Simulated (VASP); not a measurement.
Input of a VASP 6.6.1 run:

Contents of INCAR:

```
SYSTEM = SiNi
ALGO = Normal ; EDIFF = 1E-7
EDIFFG = -0.04 ; ENCUT = 600
GGA = PE ; IBRION = 2
ISIF = 3 ; ISMEAR = 0
LASPH = .True. ; LCHARG = .False.
LREAL = .False. ; LWAVE = .False.
NELM = 60 ; NSW = 90
PREC = Accurate ; SIGMA = 0.1
```

Contents of KPOINTS:

```
k-points
0
Gamma
  6 6 6
  0 0 0
```

POSCAR

```
SiNi
1.0
    2.6161446652      0.0000000000      0.0000000000
    0.0000000000      2.6161446652      0.0000000000
    0.0000000000      0.0000000000      3.3252524511
Si Ni
1 1
Direct
    0.0000000000      0.0000000000      0.0000000000
    0.5000000000      0.5000000000      0.5000000000
```

Potentials or basis: VASP PAW PBE potentials, release 64 (Si, Ni).

Run with:

```console
$ cat potpaw_PBE.64/Si/POTCAR potpaw_PBE.64/Ni/POTCAR > POTCAR
$ mpirun -np 1 vasp_std > vasp.out
```

Problem. What does it give for the relaxed cell?

Solution. a = 2.624 Å, b = 2.624 Å, c = 3.292 Å, α = 90.00°, β = 90.00°, γ = 90.00°.

Problem. Predict the relaxed volume.

Solution. 11.33 Å³/atom.

Final structure:
```cif
data_structure
_symmetry_space_group_name_H-M 'P 1'
_symmetry_Int_Tables_number 1
_cell_length_a 2.6238
_cell_length_b 2.6238
_cell_length_c 3.2924
_cell_angle_alpha 90.000
_cell_angle_beta 90.000
_cell_angle_gamma 90.000
_cell_volume 22.67
loop_
_atom_site_label
_atom_site_type_symbol
_atom_site_fract_x
_atom_site_fract_y
_atom_site_fract_z
_atom_site_occupancy
Si1 Si 0.00000 0.00000 0.00000 1
Ni1 Ni 0.50000 0.50000 0.50000 1
```

Caveat: the k points lie up to 0.40 Å⁻¹ apart in the final cell, too coarse for converged energies and pressures of a metal. Spin polarisation is off, so any magnetic state and its effect on volume and gap are missing.
